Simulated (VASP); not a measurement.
NbP, 4 atoms in the cell. It takes space group I4_1md (No. 109, tetragonal). The conventional cell has a = 3.377 Å, b = 3.377 Å, c = 11.648 Å, α = 90.00°, β = 90.00°, γ = 90.00°. Nb (site symmetry 2mm) has 6 P at 2.57 to 2.58 Å and 8 Nb at 3.37 to 3.38 Å within 3.4 Å. Within 3.4 Å of P (site symmetry 2mm) lie 6 Nb at 2.57 to 2.58 Å and 8 P at 3.37 to 3.38 Å. 

| Item | Value |
| --- | --- |
| Program | VASP 6.6.1 |
| Task | single point |
| Functional | r2SCAN |
| Potentials or basis | VASP PAW PBE potentials, release 64 (Nb_sv, P) |
| Cutoff | 520 eV |
| k mesh | 16 × 16 × 16 |
| Occupations | gaussian, width 0.05 eV |
| Spin | no spin polarisation |
| Dipole correction | no |
| Further INCAR settings | ALGO = Normal; EDIFF = 1e-06; NBANDS = 26 |

Potentials or basis: VASP PAW PBE potentials, release 64 (Nb_sv, P).

Launch:

```console
$ cat potpaw_PBE.64/Nb_sv/POTCAR potpaw_PBE.64/P/POTCAR > POTCAR
$ cp INCAR.step1 INCAR
$ mpirun -np 1 vasp_std > vasp.out
$ cp INCAR.step2 INCAR
$ mpirun -np 1 vasp_std > vasp.out
```

Hardware: 1 thread of Intel(R) Xeon(R) 6975P-C (Granite Rapids), with other jobs on the host.

Q: How long does it take, and how much memory?

A: Run time: 33 min on 1 thread of Intel(R) Xeon(R) 6975P-C (Granite Rapids) (shared host), peak memory 0.72 GiB. Counts: k points 349.
